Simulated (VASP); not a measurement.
The system is Al.

```
Al
1.0
    -1.57590    1.65692    1.65798
     1.47948   -1.59764    1.50228
     1.61445    1.63620   -1.59870
Al
1
Direct
  0.00000 0.00000 0.00000
```

Base run:

```yaml
Program: VASP 6.6.1
Functional: PBE
Potentials_or_basis: VASP PAW PBE potentials, release 64 (Al)
Cutoff: 520 eV
k_mesh: 8 × 9 × 8
Occupations: gaussian, width 0.05 eV
Spin: no spin polarisation
```

Its results: band gap on the k mesh zero (an odd number of electrons rules out a gap without spin polarisation); pressure 4.0 GPa.

Task: The run is repeated on the same cell with these changes: functional from PBE to r2SCAN; occupations from gaussian, width 0.05 eV to gaussian, width 0.1 eV. What comes out?

Result: Band gap on the k mesh zero (an odd number of electrons rules out a gap without spin polarisation); pressure 0.6 GPa.

Caveats: the cell stands under pressure (at least some runs); the PAW data sets were made with another functional, which shifts forces and pressure a little (at least some runs).
